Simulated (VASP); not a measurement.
# VSi2 (P4/nmm) in VASP: further runs, part 2 of 2

VASP 6.6.1.

### 4 Relaxation of cell and atoms, PBE

This run uses another cell than the first one, of 13.89 Å³/atom, 1.154 times its volume.

The input, INCAR:

```
  PREC = Accurate
  ENCUT = 600
  EDIFF = 1E-6
  ISMEAR = 0
  SIGMA = 0.1
  LREAL = F
  LASPH = T
  NELM = 80
  ALGO = Normal
  ISIF = 3
  LWAVE = F
  LCHARG = F
  GGA = PE
  IBRION = 2
  NSW = 100
  EDIFFG = -0.01
```

The input, KPOINTS:

```
regular mesh
0
Gamma
  12 12 6
```

The input, POSCAR:

```
VSi2
1.0
    3.3134456992      0.0000000000      0.0000000000
    0.0000000000      3.3134456992      0.0000000000
    0.0000000000      0.0000000000      7.5923495613
V Si
2 4
Direct
    0.0000000000      0.5000000000      0.7495916783
    0.5000000000      0.0000000000      0.2504083217
    0.0000000000      0.0000000000      0.0000000000
    0.5000000000      0.5000000000      0.0000000000
    0.0000000000      0.5000000000      0.4111975243
    0.5000000000      0.0000000000      0.5888024757
```

Potentials or basis: VASP PAW PBE potentials, release 64 (V_sv, Si).

Command:

```bash
$ cat potpaw_PBE.64/V_sv/POTCAR potpaw_PBE.64/Si/POTCAR > POTCAR
$ mpirun -np 1 vasp_std > vasp.out
```

OUTCAR:

```text
PREC = Accurate
   ENCUT = 600
   EDIFF = 1E-6
   ISMEAR = 0
   LREAL = F
   LASPH = T
   NELM = 80
   ISIF = 3
   GGA = PE
   IBRION = 2
   NSW = 100
   EDIFFG = -0.01

 ion  position               nearest neighbor table
   1  0.000  0.500  0.750-   3 2.52   4 2.52   3 2.52   4 2.52   5 2.57   6 2.64   6 2.64   6 2.64
                             6 2.64
   2  0.500  0.000  0.250-   3 2.52   4 2.52   4 2.52   3 2.52   6 2.57   5 2.64   5 2.64   5 2.64
                             5 2.64
[... 941 lines left out ...]
  -------------------------------------------------------------------------------------
  Total       -0.0094706     -0.0094706     -0.0530307      0.0000000      0.0000000     -0.0000000
  in kB       -0.1819801     -0.1819801     -1.0190036      0.0000000      0.0000000     -0.0000000
  external PRESSURE =      -0.4609880 kB  Pullay stress =       0.0000000 kB

 VOLUME and BASIS-vectors are now :
 -----------------------------------------------------------------------------
  energy-cutoff  :      600.00
  volume of cell :       83.38
      direct lattice vectors                 reciprocal lattice vectors
     3.312821581  0.000000000 -0.000000000     0.301857488  0.000000000 -0.000000000
     0.000000000  3.312821581  0.000000000     0.000000000  0.301857488  0.000000000
     0.000000000  0.000000000  7.597414365     0.000000000  0.000000000  0.131623728

 POSITION                                       TOTAL-FORCE (eV/Angst)
 -----------------------------------------------------------------------------------
      0.00000      1.65641      5.69324         0.000000     -0.000000      0.002590
      1.65641      3.31282      1.90417        -0.000000      0.000000     -0.002590
      0.00000      0.00000     -0.00000         0.000000      0.000000      0.000000
      1.65641      1.65641     -0.00000         0.000000      0.000000      0.000000
      0.00000      1.65641      3.12377         0.000000      0.000000      0.000532
      1.65641      0.00000      4.47364        -0.000000      0.000000     -0.000532
 -----------------------------------------------------------------------------------
    total drift:                                0.000000      0.000000     -0.000000

  FREE ENERGIE OF THE ION-ELECTRON SYSTEM (eV)
  ---------------------------------------------------
  free  energy   TOTEN  =       -41.4310161962 eV

  energy  without entropy=      -41.4133719696  energy(sigma->0) =      -41.42219408

 reached required accuracy - stopping structural energy minimisation
```

CONTCAR:

```text
VSi2
   1.00000000000000
     3.3128215809627100    0.0000000000000000   -0.0000000000000000
     0.0000000000000000    3.3128215809627100    0.0000000000000000
     0.0000000000000000    0.0000000000000000    7.5974143649889418
  V               Si
     2     4
Direct
     0.0000000000000000    0.5000000000000000    0.7493660075927786
     0.5000000000000000    1.0000000000000000    0.2506339924072214
     0.0000000000000000    0.0000000000000000    0.0000000000000000
     0.5000000000000000    0.5000000000000000    0.0000000000000000
     0.0000000000000000    0.5000000000000000    0.4111622009137693
     0.5000000000000000    0.0000000000000000    0.5888377990862307

  0.00000000E+00  0.00000000E+00  0.00000000E+00
  0.00000000E+00  0.00000000E+00  0.00000000E+00
  0.00000000E+00  0.00000000E+00  0.00000000E+00
  0.00000000E+00  0.00000000E+00  0.00000000E+00
  0.00000000E+00  0.00000000E+00  0.00000000E+00
  0.00000000E+00  0.00000000E+00  0.00000000E+00
```

It took 2.8 min on 1 thread of Intel Xeon 6975P-C (Granite Rapids), shared host; peak memory 0.38 GiB.

What came out:

```
Free energy                            : -41.4310 eV
Relaxed volume                         : 13.90 Å³/atom
Relaxed cell                           : a = 3.313 Å, b = 3.313 Å, c = 7.597 Å, α = 90.00°, β = 90.00°, γ = 90.00°
Space group after relaxing (to 0.05 Å) : P4/nmm (No. 129)
Energy gained by relaxing              : 0.0 meV/atom
Ionic steps                            : 2
Pressure after relaxing                : 0.0 GPa
Band gap on the k mesh                 : zero (band 21 reaches 10.68 eV, above the bottom of band 22 at 8.74 eV)
```

Forces on the atoms (eV/Å):
```
V    0.000  0.000  0.003
V    0.000  0.000 -0.003
Si   0.000  0.000  0.000
Si   0.000  0.000  0.000
Si   0.000  0.000  0.001
Si   0.000  0.000 -0.001
```

Final structure:
```
V Si
1.0
     3.31282    0.00000    0.00000
     0.00000    3.31282    0.00000
     0.00000    0.00000    7.59741
V Si
2 4
Direct
  0.00000 0.50000 0.74937
  0.50000 0.00000 0.25063
  0.00000 0.00000 0.00000
  0.50000 0.50000 0.00000
  0.00000 0.50000 0.41116
  0.50000 0.00000 0.58884
```

Levels at points of the mesh, in eV from the Fermi level:
| k point | band 18 | band 19 | band 20 | band 21 | band 22 | band 23 | band 24 | band 25 |
| --- | --- | --- | --- | --- | --- | --- | --- | --- |
| (0.00, 0.00, 0.00) | -0.59 | -0.27 | -0.27 | 0.42 | 0.42 | 1.17 | 1.30 | 2.84 |
| (0.50, 0.00, 0.00) | -0.99 | -0.62 | -0.62 | -0.15 | -0.15 | 1.98 | 1.98 | 3.14 |
| (0.50, 0.50, 0.00) | -2.11 | -1.64 | -1.64 | -0.62 | -0.62 | 1.91 | 1.91 | 2.46 |
| (0.00, 0.00, 0.50) | -0.83 | -0.83 | 0.02 | 1.22 | 1.25 | 1.87 | 1.87 | 2.21 |
| (0.50, 0.00, 0.50) | -0.84 | -0.79 | -0.79 | 0.27 | 0.27 | 2.03 | 2.03 | 2.58 |
| (0.50, 0.50, 0.50) | -1.61 | -1.27 | -1.27 | -0.67 | -0.67 | 1.69 | 1.69 | 1.91 |

### 5 Summary

| task | spin | cell | k mesh | cutoff (eV) | gap on the mesh (eV) | pressure (GPa) | relaxed volume (Å³/atom) | largest force (eV/Å) |
| --- | --- | --- | --- | --- | --- | --- | --- | --- |
| relaxation of cell and atoms | off | relaxed from a = 3.618, b = 3.618, c = 5.520 Å, 6 atoms | 6 × 6 × 4 | 600 | none | 0.1 | 13.88 | 0.03 |
| single point | collinear, ferromagnetic start | a = 3.618, b = 3.618, c = 5.520 Å, 6 atoms | 6 × 6 × 4 | 520 | none | 26.7 | - | 2.11 |
| relaxation of cell and atoms | off | relaxed from a = 3.313, b = 3.313, c = 7.592 Å, 6 atoms | 12 × 12 × 6 | 600 | none | 0.0 | 13.90 | - |

Alike in all rows: level PBE; potentials or basis VASP PAW PBE potentials, release 64 (V_sv, Si); smearing gaussian 0.1 eV.

Caveats: the volume moved by over 15 % at a fixed basis, so the end points are rough (some runs); forces of over 1 eV/Å act on the atoms, so gaps and moduli don't describe the material at rest (some runs).

Absolute energies hang on the potentials; compare differences alone.
